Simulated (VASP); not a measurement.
Set up this calculation in VASP 6.6.1, as the native input.

```
Task                   : relaxation of cell and atoms
Functional             : PBE
Potentials or basis    : VASP PAW PBE potentials, release 64 (Be, Se)
Cutoff                 : 600 eV
k mesh                 : 6 × 6 × 14
Occupations            : gaussian, width 0.1 eV
Spin                   : no spin polarisation
Dipole correction      : no
Further INCAR settings : ALGO = Normal; EDIFF = 1e-06; IBRION = 2; EDIFFG = -0.01; NSW = 100; ISIF = 3
```

The structure of BeSe5 lies in POSCAR:

```
BeSe5
1.0
    9.2722825298      0.0000000000      0.0000000000
   -4.6361412649      8.0300322219      0.0000000000
    0.0000000000      0.0000000000      2.6704543522
Be Se
1 5
Direct
    0.0000000000      0.0000000000      0.0000000000
    0.3333333333      0.6666666667      0.0000000000
    0.6666666667      0.3333333333      0.0000000000
    0.5000000000      0.0000000000      0.0000000000
    0.0000000000      0.5000000000      0.0000000000
    0.5000000000      0.5000000000      0.0000000000
```

The cell was generated, and may not be a known phase.

The input as run:

INCAR

```
SYSTEM = BeSe5
PREC = Accurate
ENCUT = 600
EDIFF = 1E-6
ISMEAR = 0
SIGMA = 0.1
LREAL = .FALSE.
LASPH = .TRUE.
NELM = 80
ALGO = Normal
ISIF = 3
LWAVE = .FALSE.
LCHARG = .FALSE.
GGA = PE
IBRION = 2
NSW = 100
EDIFFG = -0.01
```

KPOINTS

```
Automatic mesh
0
G
  6 6 14
  0 0 0
```

Potentials or basis: VASP PAW PBE potentials, release 64 (Be, Se).

Run with:

```sh
$ cat potpaw_PBE.64/Be/POTCAR potpaw_PBE.64/Se/POTCAR > POTCAR
$ mpirun -np 1 vasp_std > vasp.out
```

Results of the run:

| Item | Value |
| --- | --- |
| Energy gained by relaxing | 0.1 meV/atom |
| Ionic steps | 6 |
| Pressure after relaxing | 0.0 GPa |
| Band gap on the k mesh | zero (bands 16 and 17 overlap by 3.08 eV) |

It took 23 min on 1 thread of Intel Xeon 8259CL, on a shared host, peak memory 0.58 GiB.
